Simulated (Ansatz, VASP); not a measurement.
# Two plane-wave programs on GaN

INCAR

```
PREC     = Accurate       # precision mode
ENCUT    = 520            # plane-wave cutoff, eV
EDIFF    = 1E-6           # SCF threshold, eV
ISMEAR   = -1             # smearing method
SIGMA    = 0.05           # smearing width, eV
LREAL    = F              # projectors in reciprocal space
LASPH    = T              # aspherical terms in the spheres
NELM     = 150            # most SCF steps
ALGO     = Normal         # electronic algorithm
ISIF     = 2              # what is computed and relaxed
LWAVE    = F              # write WAVECAR
LCHARG   = F              # write CHGCAR
LNONCOLLINEAR= T              # non-collinear magnetism
MAGMOM   = 0 0 0 0 0 0    # initial moments
LORBIT   = 11             # projections on sites
LSORBIT  = T              # spin-orbit coupling
GGA_COMPAT= F            
LORBMOM  = T            
NBANDS   = 30             # bands
```

Contents of KPOINTS:

```
Automatic mesh
0
Gamma
  10 10 10
```

POSCAR

```
GaN
1.0
    0.0000000000      2.2535006075      2.2535006075
    2.2535006075      0.0000000000      2.2535006075
    2.2535006075      2.2535006075      0.0000000000
Ga N
1 1
Direct
    0.0000000000      0.0000000000      0.0000000000
    0.2500000000      0.2500000000      0.2500000000
```

File input.yaml:

```yaml
crystal:
  lattice:
    - [0.0, 2.2535006075, 2.2535006075]
    - [2.2535006075, 0.0, 2.2535006075]
    - [2.2535006075, 2.2535006075, 0.0]
  atoms:
    - { symbol: Ga, position: [0.0, 0.0, 0.0] }
    - { symbol: "N", position: [0.25, 0.25, 0.25] }
hamiltonian:
  xc: lda
  pseudopotentials: { kind: paw_fr }
magnetization:
  noncollinear: true
  spin_orbit: true
kpoints:
  mp_grid: { grid: [10, 10, 10] }
  band_path:
    path:
      - [[0.0, 0.0, 0.0], [0.5, 0.0, 0.5], [0.5, 0.25, 0.75], [0.375, 0.375, 0.75], [0.0, 0.0, 0.0], [0.5, 0.5, 0.5], [0.625, 0.25, 0.625], [0.5, 0.25, 0.75], [0.5, 0.5, 0.5], [0.375, 0.375, 0.75]]
      - [[0.625, 0.25, 0.625], [0.5, 0.0, 0.5]]
    npoints: 14
scf:
  occupations: { method: fermi_dirac, width: 0.05 }
  n_extra_bands: 6
output:
  forces: true
  stress: true
  eigenvalues: true
  fatbands: true
  write_density: true
  write_potential: true
  elf: true
  volumetric_format: npy
```

Alike in both runs: functional LDA; k mesh 10 × 10 × 10; occupations fermi-dirac, width 0.05 eV; non-collinear spin, spin-orbit coupling.

|  | VASP | Ansatz |
| --- | --- | --- |
| version | VASP 6.6.1 | Ansatz 0.2.0 |
| potentials or method | VASP PAW LDA potentials, release 64 (Ga_d, N) | Ansatz PAW |
| plane-wave cutoff (eV) | 520 | 420 |
| valence electrons in the cell | 18 | 18 |
| task | single point | band structure |

Ansatz gave:

| Property | Result |
| --- | --- |
| pressure (GPa) | -6.5 |
| net moment per atom (μB) | 0.00 |

Problem. Which values does VASP return?

Solution. Pressure (GPa): -5.5; net moment per atom (μB): 0.00.

LDA's correlation is that of Perdew and Zunger in VASP and of Perdew and Wang (1992) in Ansatz.
